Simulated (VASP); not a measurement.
Wanted: the native input for a VASP 6.6.1 run.

```yaml
Task: density of states
Functional: PBE
Potentials_or_basis: VASP PAW PBE potentials, release 64 (Bi_d)
Cutoff: 520 eV
k_mesh: 7 × 7 × 1
Occupations: fermi-dirac, width 0.05 eV
Spin: no spin polarisation
Dipole_correction: no
k_mesh_for_the_DOS: 11 × 11 × 1
Occupations_for_the_DOS: tetrahedron
Further_INCAR_settings: ALGO = Normal; EDIFF = 1e-07; NBANDS = 38
```

The system is Bi, a slab with vacuum.

```xyz
4
Lattice="4.5390 0.0000 0.0000 -2.2695 3.9309 0.0000 0.0000 0.0000 32.7435" Properties=species:S:1:pos:R:3 pbc="T T T"
Bi    2.2695    1.3103    7.5000
Bi    0.0000    2.6206   13.4145
Bi    2.2695    1.3103   19.3290
Bi    0.0000    2.6206   25.2435
```

These files were run (other wordings do the same):

POSCAR

```
Bi
1.0
    4.5390002997      0.0000000000      0.0000000000
   -2.2695001498      3.9308895674      0.0000000000
    0.0000000000      0.0000000000     32.7435000000
Bi
4
Direct
    0.6666666667      0.3333333334      0.2290530945
    0.3333333333      0.6666666666      0.4096843648
    0.6666666667      0.3333333334      0.5903156352
    0.3333333333      0.6666666666      0.7709469055
```

INCAR.step1

```
ALGO = Normal
EDIFF = 1E-7
ENCUT = 520
GGA = PE
ISIF = 2
ISMEAR = -1
LASPH = T
LCHARG = T
LREAL = F
LWAVE = F
NBANDS = 38
NELM = 60
PREC = Accurate
SIGMA = 0.05
```

KPOINTS.step1

```
k-points
0
Gamma
  7 7 1
```

INCAR.step2

```
ALGO = Normal
EDIFF = 1E-7
ENCUT = 520
GGA = PE
ICHARG = 11
ISIF = 2
ISMEAR = -5
LASPH = T
LCHARG = F
LORBIT = 10
LREAL = F
LWAVE = F
NBANDS = 38
NEDOS = 1001
NELM = 60
PREC = Accurate
SIGMA = 0.05
```

KPOINTS.step2

```
k-points
0
Gamma
  11 11 1
```

Potentials or basis: VASP PAW PBE potentials, release 64 (Bi_d).

Launch:

```bash
$ cat potpaw_PBE.64/Bi_d/POTCAR > POTCAR
$ cp INCAR.step1 INCAR
$ cp KPOINTS.step1 KPOINTS
$ mpirun -np 1 vasp_std > vasp.out
$ cp INCAR.step2 INCAR
$ cp KPOINTS.step2 KPOINTS
$ mpirun -np 1 vasp_std > vasp.out
```

Results of the run:

* Valence electrons inside the program's atomic spheres: Bi 12.58, 12.57

Caveat: spin-orbit coupling is left out, which moves the levels of the heavy elements.

Run time: 9.9 min on 1 thread of Intel(R) Xeon(R) Platinum 8259CL CPU @ 2.50GHz (Skylake/Cascade Lake), on a shared host, peak memory 0.72 GiB.
